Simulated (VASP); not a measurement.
The system is C.

```
C
1.0
     0.00000    1.74452    1.74452
     1.74452    0.00000    1.74452
     1.74452    1.74452    0.00000
C
2
Direct
  0.00000 0.00000 0.00000
  0.25000 0.25000 0.25000
```

This cell differs from its parent crystal: strain -2.0%.

Program: VASP 6.6.1. Alike in all runs: task single point; potentials or basis VASP PAW PBE potentials, release 64 (C); no spin polarisation; cell as given; cutoff (eV) 520.

Problem. Order these runs on this cell by their pressure, lowest first.
A. level PBE; k mesh 12 × 12 × 12; smearing fermi-dirac 0.02 eV
B. level HSE06; k mesh 8 × 8 × 8; smearing gaussian 0.01 eV; grid for exact exchange (PRECFOCK) Normal; screening parameter 0.2079 1/Å
C. level r2SCAN; k mesh 12 × 12 × 12; smearing gaussian 0.01 eV

Solution. B (25.8 GPa), C (31.9 GPa), A (35.5 GPa).

Caveats: the PAW data sets were made with another functional, which shifts forces and pressure a little (some runs).
